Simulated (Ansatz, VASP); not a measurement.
**WS2: VASP beside Ansatz**

File INCAR:

```
ALGO = Normal
EDIFF = 1E-6
ENCUT = 520
GGA = PE
ISIF = 2
ISMEAR = 0
LASPH = True
LCHARG = False
LREAL = False
LWAVE = False
NBANDS = 64
NELM = 60
PREC = Accurate
SIGMA = 0.05
```

The input KPOINTS:

```
k-points
0
Gamma
  8 4 2
```

The input POSCAR:

```
WS2
1.0
    3.1877810965      0.0000000000      0.0000000000
    0.0000000000      5.5213988226      0.0000000000
    0.0000000000      0.0000000000     14.7749686149
W S
4 8
Direct
    0.0000000000      0.3333333333      0.2500000000
    0.5000000000      0.8333333333      0.2500000000
    0.5000000000      0.1666666667      0.7500000000
    1.0000000000      0.6666666667      0.7500000000
    0.0000000000      0.3333333333      0.6436696728
    0.5000000000      0.8333333333      0.6436696728
    0.5000000000      0.1666666667      0.1436696728
    1.0000000000      0.6666666667      0.1436696728
    0.0000000000      0.3333333333      0.8563303272
    0.5000000000      0.8333333333      0.8563303272
    0.5000000000      0.1666666667      0.3563303272
    1.0000000000      0.6666666667      0.3563303272
```

Input for Ansatz:

```yaml
crystal:
  lattice:
    - [3.1877810965, 0.0, 0.0]
    - [0.0, 5.5213988226, 0.0]
    - [0.0, 0.0, 14.7749686149]
  atoms:
    - { symbol: W, position: [0.0, 0.3333333333, 0.25] }
    - { symbol: W, position: [0.5, 0.8333333333, 0.25] }
    - { symbol: W, position: [0.5, 0.1666666667, 0.75] }
    - { symbol: W, position: [1.0, 0.6666666667, 0.75] }
    - { symbol: S, position: [0.0, 0.3333333333, 0.6436696728] }
    - { symbol: S, position: [0.5, 0.8333333333, 0.6436696728] }
    - { symbol: S, position: [0.5, 0.1666666667, 0.1436696728] }
    - { symbol: S, position: [1.0, 0.6666666667, 0.1436696728] }
    - { symbol: S, position: [0.0, 0.3333333333, 0.8563303272] }
    - { symbol: S, position: [0.5, 0.8333333333, 0.8563303272] }
    - { symbol: S, position: [0.5, 0.1666666667, 0.3563303272] }
    - { symbol: S, position: [1.0, 0.6666666667, 0.3563303272] }
basis:
  ecutwfc: 420
kpoints:
  mp_grid: { grid: [8, 4, 2] }
hamiltonian:
  xc: pbe
scf:
  occupations: { method: gaussian, width: 0.05 }
output:
  forces: true
  stress: true
  eigenvalues: true
```

Alike in both runs: task single point; functional PBE; k mesh 8 × 4 × 2; occupations gaussian, width 0.05 eV; no spin polarisation.

|  | VASP | Ansatz |
| --- | --- | --- |
| version | VASP 6.6.1 | Ansatz 0.2.0 |
| potentials or method | VASP PAW PBE potentials, release 64 (W_sv, S), cutoff 520 eV | scalar-relativistic, plane waves, PAW |
| valence electrons in the cell | 104 | 104 |

|  | VASP | Ansatz | Ansatz less VASP |
| --- | --- | --- | --- |
| gap on the k mesh at the Fermi level (eV) | 1.71 | 1.70 | -0.014 |
| least direct gap on the mesh (eV) | 1.94 | 1.94 | -0.003 |
| pressure (GPa) | 0.0 | 0.0 | +0.04 |

With one functional, cell and mesh, what is left measures potentials, basis and numerics.

Spin-orbit coupling is off throughout.
